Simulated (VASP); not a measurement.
Runs of VASP 6.6.1 on BAs. The structure is that of space group F-43m (No. 216), or close to it. The cells are those of the table. 

```tsv
task	cell	gap on the mesh (eV)	pressure (GPa)
electric field gradients	a = 3.389 Å, angles 60.0°, 2 atoms	(a)	-4.4
single point	a = 3.344, b = 3.344, c = 3.310 Å, angles 60.3, 60.3, 59.3°, 2 atoms	0.94	2.8
electric field gradients	a = 3.355 Å, angles 60.0°, 2 atoms	1.11	(b)
electric field gradients	a = 3.367 Å, angles 60.0°, 2 atoms	1.12	-1.7
electric field gradients	a = 3.422 Å, angles 60.0°, 2 atoms	1.16	-7.9
electric field gradients	a = 3.444 Å, angles 60.0°, 2 atoms	(c)	-10.0
```

Alike in all rows: level LDA; potentials or basis VASP PAW LDA potentials, release 64 (B, As); no spin polarisation; k mesh 13 × 13 × 13; cutoff (eV) 520; smearing fermi-dirac 0.05 eV.

Fill in the values left out.

(a) 1.14; (b) -0.2; (c) 1.18.

Caveats: an odd mesh through Γ misses points on the zone boundary, where band edges can lie; the cell stands under tension (at least some runs).

A k mesh can miss the band edges, and the runs leave out spin-orbit coupling on As.
